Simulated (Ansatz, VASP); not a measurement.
## Ge: VASP beside Ansatz

INCAR

```
SYSTEM = Ge
PREC = Accurate ; ENCUT = 520
EDIFF = 1E-7 ; ISMEAR = 0
SIGMA = 0.15 ; LREAL = .FALSE.
LASPH = .TRUE. ; NELM = 80
ALGO = Normal ; ISIF = 2
LWAVE = .FALSE. ; LCHARG = .FALSE.
GGA = CA ; NBANDS = 21
```

File KPOINTS:

```
Automatic mesh
0
G
  14 14 14
  0 0 0
```

Contents of POSCAR:

```
Ge
1.0
    0.0000000000      2.6024684000      2.8287700000
    2.6024684000      0.0000000000      2.8287700000
    2.6024684000      2.6024684000      0.0000000000
Ge
2
Direct
    0.5000000000      0.5000000000      0.5000000000
    0.7500000000      0.7500000000      0.7500000000
```

Input for Ansatz:

```yaml
crystal:
  lattice:
    - [0.0, 2.6024684, 2.82877]
    - [2.6024684, 0.0, 2.82877]
    - [2.6024684, 2.6024684, 0.0]
  atoms:
    - { symbol: Ge, position: [0.5, 0.5, 0.5] }
    - { symbol: Ge, position: [0.75, 0.75, 0.75] }
basis:
  ecutwfc: 420
kpoints:
  mp_grid: { grid: [14, 14, 14] }
hamiltonian:
  xc: lda
scf:
  occupations: { method: gaussian, width: 0.15 }
output:
  forces: true
  stress: true
  eigenvalues: true
```

Change from the starting cell: strain -0.080 along x and y, +0.000 along z, atoms carried along.

Alike in both runs: task single point; functional LDA; k mesh 14 × 14 × 14; occupations gaussian, width 0.15 eV; no spin polarisation.

```csv
,VASP,Ansatz
version,VASP 6.6.1,Ansatz 0.2.0
potentials or method,"VASP PAW LDA potentials, release 64 (Ge_d), cutoff 520 eV","scalar-relativistic, plane waves, PAW"
valence electrons in the cell,28,28
```

```csv
,VASP,Ansatz,Ansatz less VASP
gap on the k mesh at the Fermi level (eV),none,none,-
pressure (GPa),15.1,14.9,-0.23
"traceless stress, the component that is largest in VASP (GPa)",-5.03,-5.04,-0.016
```

LDA's correlation is that of Perdew and Zunger in VASP and of Perdew and Wang (1992) in Ansatz. A gap of «none» marks a metal or a gap that the smearing closes.
